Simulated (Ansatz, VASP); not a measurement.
**KBr in VASP and in Ansatz**

```
CELL_PARAMETERS angstrom
0.00000 3.61933 3.81516
3.61933 0.00000 3.81516
3.61933 3.61933 0.00000
ATOMIC_POSITIONS crystal
K 0.00000 0.00000 0.00000
Br 0.25000 0.25000 0.25000
```

Change from the starting cell: epitaxial_xy strain -1.9%.

Alike in both runs: task single point; functional r2SCAN; k mesh 6 × 6 × 6; no spin polarisation.

|  | VASP | Ansatz |
| --- | --- | --- |
| version | VASP 6.6.1 | Ansatz 0.2.0 |
| potentials or method | VASP PAW PBE potentials, release 64 (K_sv, Br) | plane waves, PAW |
| plane-wave cutoff (eV) | 520 | 500 |
| occupations | gaussian, width 0.01 eV | fixed |
| valence electrons in the cell | 16 | 16 |

```tsv
	VASP	Ansatz	Ansatz less VASP
gap on the k mesh at the Fermi level (eV)	4.82	4.82	0.000
pressure (GPa)	0.0	0.0	0.00
```

VASP's potentials were made for PBE, not for r2SCAN.
